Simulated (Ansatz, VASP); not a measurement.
**Two plane-wave programs on Sb**

The input POSCAR:

```
Sb
1.0
    3.1600000000      0.0000000000      0.0000000000
    0.0000000000      3.1600000000      0.0000000000
    0.0000000000      0.0000000000      3.1600000000
Sb
1
Direct
    0.0000000000      0.0000000000      0.0000000000
```

File INCAR.step1:

```
SYSTEM = Sb
  PREC = Accurate
  ENCUT = 500
  EDIFF = 1E-5
  ISMEAR = -1
  SIGMA = 0.05
  LREAL = .FALSE.
  LASPH = .TRUE.
  NELM = 120
  ALGO = Normal
  LWAVE = .TRUE.
  LCHARG = .FALSE.
  GGA = PE
  NBANDS = 14
  GGA_COMPAT = .FALSE.
  IBRION = 2
  ISIF = 3
  EDIFFG = -0.005
  NELMIN = 4
  NSW = 100
```

Contents of INCAR.step2:

```
SYSTEM = Sb
  PREC = Accurate
  ENCUT = 500
  EDIFF = 1E-7
  ISMEAR = -1
  SIGMA = 0.05
  LREAL = .FALSE.
  LASPH = .TRUE.
  NELM = 120
  ALGO = Normal
  ISIF = 3
  LWAVE = .FALSE.
  LCHARG = .FALSE.
  GGA = PE
  LHFCALC = .TRUE.
  AEXX = 0.25
  HFSCREEN = 0.3
  PRECFOCK = Normal
  IBRION = 2
  NSW = 60
  EDIFFG = -0.01
  ISTART = 1
  GGA_COMPAT = .FALSE.
  NELMIN = 4
```

The input KPOINTS:

```
regular mesh
0
G
  4 4 4
  0 0 0
```

The input input:

```
crystal:
  lattice:
    - [3.16, 0.0, 0.0]
    - [0.0, 3.16, 0.0]
    - [0.0, 0.0, 3.16]
  atoms:
    - { symbol: Sb, position: [0.0, 0.0, 0.0] }
hamiltonian:
  xc: { exchange: pbe, correlation: pbe, exx: { coeff: 0.25, omega: 0.3 } }
  pseudopotentials: { kind: paw }
kpoints:
  mp_grid: { grid: [4, 4, 4] }
scf:
  occupations: { method: fermi_dirac, width: 0.05 }
output:
  forces: true
  stress: true
  eigenvalues: true
  write_density: true
  write_potential: true
  elf: true
  volumetric_format: npy
relax:
  f_tol: 0.01
  max_steps: 40
  cell: { stress_tol: 0.05 }
```

Alike in both runs: task relaxation of cell and atoms; functional PBE-based screened hybrid; k mesh 4 × 4 × 4; occupations fermi-dirac, width 0.05 eV; no spin polarisation.

|  | VASP | Ansatz |
| --- | --- | --- |
| version | VASP 6.6.1 | Ansatz 0.2.0 |
| potentials or method | VASP PAW PBE potentials, release 64 (Sb_d_GW) | Ansatz PAW |
| plane-wave cutoff (eV) | 500 | 420 |
| valence electrons in the cell | 15 | 15 |

```csv
,VASP,Ansatz,Ansatz less VASP
"gap on the k mesh at the Fermi level, each at its own relaxed structure (eV)",none,none,-
relaxed volume (Å³/atom),28.56,28.58,+0.016
relaxed cell length with the largest relative difference (Å),3.057,3.057,+0.0006
```

VASP's potentials were made for PBE, not for PBE-based screened hybrid. A gap of «none» marks a metal or a gap that the smearing closes.

The k mesh is coarse, so the values compare programs but aren't converged. Spin-orbit coupling is off throughout. Noted on Ansatz's run: the plane-wave basis is chosen anew once the cell has moved, so the energies of steps on either side of that aren't comparable.
